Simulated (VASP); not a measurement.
# Rb: single point with PBE

The system is Rb.

```
CELL_PARAMETERS angstrom
5.12753 0.00000 0.00000
0.00000 8.98175 0.00000
0.00000 0.00000 8.11100
ATOMIC_POSITIONS crystal
Rb 0.00000 0.16334 0.25000
Rb 0.50000 0.33666 0.75000
Rb 0.50000 0.66334 0.25000
Rb 0.00000 0.83666 0.75000
```

This cell differs from its parent crystal: biaxial strain in the a-b plane: +2.0 %, then relaxed in part.

```
Program                : VASP 6.6.1
Task                   : single point
Functional             : PBE
Potentials or basis    : VASP PAW PBE potentials, release 64 (Rb_sv)
Cutoff                 : 520 eV
k mesh                 : 8 × 6 × 6
Occupations            : gaussian, width 0.1 eV
Spin                   : no spin polarisation
Dipole correction      : no
Further INCAR settings : ALGO = Fast; EDIFF = 1e-07; NBANDS = 26
```

| Item | Value |
| --- | --- |
| Pressure | -0.1 GPa |
| Band gap on the k mesh | zero (bands 18 and 19 overlap by 1.23 eV) |

Stress tensor (GPa, compression positive):
```
-0.05  0.00  0.00
 0.00 -0.11  0.00
 0.00  0.00  0.00
```

Levels at points of the mesh, in eV from the Fermi level:
```
           k point  band 15  band 16  band 17  band 18  band 19  band 20  band 21  band 22
(0.00, 0.00, 0.00)   -12.96   -12.95    -1.94    -0.02     0.23     0.23     0.75     1.36
(0.50, 0.00, 0.00)   -12.98   -12.98    -0.32    -0.32     1.18     1.18     1.23     1.23
(0.00, 0.50, 0.00)   -12.96   -12.96    -1.37    -1.37     0.81     0.81     0.93     0.93
(0.50, 0.50, 0.00)   -12.97   -12.97     0.00     0.00     0.27     0.27     1.34     1.34
(0.00, 0.00, 0.50)   -12.97   -12.97    -1.25    -1.25     0.38     0.38     0.85     0.85
(0.50, 0.00, 0.50)   -12.97   -12.97     0.23     0.23     0.23     0.23     1.51     1.51
(0.00, 0.50, 0.50)   -12.97   -12.97    -0.73    -0.73    -0.73    -0.73     2.12     2.12
(0.50, 0.50, 0.50)   -12.98   -12.98     0.41     0.41     0.41     0.41     0.87     0.87
```

Run time: 10 min on 1 thread of Intel(R) Xeon(R) 6975P-C (Granite Rapids) (shared host), peak memory 0.78 GiB.

Caveat: the cell differs from its parent crystal (biaxial strain in the a-b plane: +2.0 %, then relaxed in part).
